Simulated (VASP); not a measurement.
Runs of VASP 6.6.1 on Au. The structure is that of space group I4/mmm (No. 139), or close to it. The cells are those of the table. 

```tsv
cell	cutoff (eV)	gap on the mesh (eV)	pressure (GPa)
a = 3.499, b = 3.252, c = 3.252 Å, 2 atoms	520	none	-3.4
a = 3.103, b = 3.103, c = 3.420 Å, 2 atoms	500	none	15.9
a = 3.433, b = 3.433, c = 3.048 Å, 2 atoms	500	none	0.4
a = 3.169, b = 3.169, c = 3.381 Å, 2 atoms	500	none	(a)
a = 3.235, b = 3.235, c = 3.456 Å, 2 atoms	500	none	-0.6
a = 3.169, b = 3.169, c = 3.602 Å, 2 atoms	500	none	(b)
```

Alike in all rows: task single point; level PBE; potentials or basis VASP PAW PBE potentials, release 64 (Au); no spin polarisation; k mesh 16 × 16 × 16; smearing gaussian 0.1 eV.

**Question.** Fill in the values left out.

**Answer.** (a) 9.6; (b) -0.8.

Caveats: spin-orbit coupling is left out, which moves the levels of the heavy elements; the cell stands under pressure (at least some runs); the cell stands under tension (at least some runs).

A k mesh can miss the band edges, and the runs leave out spin-orbit coupling on Au.

A gap of «none» marks levels without a gap at the run's occupations.
